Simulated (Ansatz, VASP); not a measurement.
## Os in VASP and in Ansatz

INCAR

```
SYSTEM = Os
  PREC = Accurate
  ENCUT = 520
  EDIFF = 1E-8
  ISMEAR = -1
  SIGMA = 0.08
  LREAL = .False.
  LASPH = .True.
  NELM = 100
  ALGO = Normal
  ISIF = 2
  LWAVE = .False.
  LCHARG = .False.
  GGA = PS
  LEFG = .True.
  NBANDS = 15
```

The input KPOINTS:

```
regular mesh
0
Gamma
  17 17 10
  0 0 0
```

File POSCAR:

```
Os
1.0
    2.7522071256      0.0000000000      0.0000000000
   -1.3761035628      2.3834812872      0.0000000000
    0.0000000000      0.0000000000      4.3483081185
Os
2
Direct
    0.3333333333      0.6666666667      0.2500000000
    0.6666666667      0.3333333333      0.7500000000
```

Input for Ansatz:

```yaml
crystal:
  lattice:
    - [2.7522071256, 0.0, 0.0]
    - [-1.3761035628, 2.3834812872, 0.0]
    - [0.0, 0.0, 4.3483081185]
  atoms:
    - { symbol: Os, position: [0.3333333333, 0.6666666667, 0.25] }
    - { symbol: Os, position: [0.6666666667, 0.3333333333, 0.75] }
kpoints:
  mp_grid: { grid: [17, 17, 10] }
scf:
  occupations: { method: fermi_dirac, width: 0.08 }
hamiltonian:
  xc: pbesol
  pseudopotentials: { kind: paw }
output:
  forces: true
  stress: true
  eigenvalues: true
  efg: { contact_densities: true }
```

Change from the starting cell: volume scaled by 1.02, PAW files.

Alike in both runs: task electric field gradients; functional PBEsol; k mesh 17 × 17 × 10; occupations fermi-dirac, width 0.08 eV; no spin polarisation.

|  | VASP | Ansatz |
| --- | --- | --- |
| version | VASP 6.6.1 | Ansatz 0.2.0 |
| potentials or method | VASP PAW PBE potentials, release 64 (Os) | PAW with Ansatz's default frozen-core files, scalar-relativistic |
| plane-wave cutoff (eV) | 520 | 420 |
| valence electrons in the cell | 16 | 32 |

Ansatz gave:

* pressure (GPa): -10.6
* traceless stress, the component that is largest in VASP (GPa): -0.76
* size of Vzz on the site where it differs most (V/Å²): 59.2

Question: What did VASP give for the same quantities?

Answer: Pressure (GPa): -10.5; traceless stress, the component that is largest in VASP (GPa): -0.82; size of Vzz on the site where it differs most (V/Å²): 77.6.

VASP's potentials were made for PBE, not for PBEsol. With one functional, cell and mesh, what is left measures potentials, basis and numerics. VASP's potentials hold 16 valence electrons a cell and Ansatz's 32, so a difference there can come from the potentials and not from the codes.

Spin-orbit coupling is off throughout.
